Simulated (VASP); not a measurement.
Re, 1 atom in the cell. Symmetry: Fm-3m, No. 225, cubic system. The conventional cell has a = 3.950 Å, b = 3.950 Å, c = 3.950 Å, α = 90.00°, β = 90.00°, γ = 90.00°. Within 3.7 Å of Re (site symmetry m-3m) lie 12 Re at 2.79 Å. 

- Program: VASP 6.6.1
- Task: relaxation of volume and atoms at fixed shape
- Functional: LDA
- Potentials or basis: VASP PAW LDA potentials, release 64 (Re)
- Cutoff: 600 eV
- k mesh: 20 × 20 × 20
- Occupations: gaussian, width 0.05 eV
- Spin: no spin polarisation
- Dipole correction: no
- Further INCAR settings: ALGO = Normal; EDIFF = 1e-07; IBRION = 2; EDIFFG = -0.02; NSW = 80; ISIF = 8

Potentials or basis: VASP PAW LDA potentials, release 64 (Re).

Launch:

```console
$ cat potpaw_LDA.64/Re/POTCAR > POTCAR
$ mpirun -np 1 vasp_std > vasp.out
```

Hardware: 1 thread of AMD EPYC 7R13 Processor (Zen 3), with other jobs on the host.

Q: Estimate the wall time of this run.

A: Wall time 85 s on 1 thread of AMD EPYC 7R13 Processor (Zen 3), with other jobs on the host, peak memory 0.15 GiB. Counts: scf iterations 41, k points 256, ion steps 5.
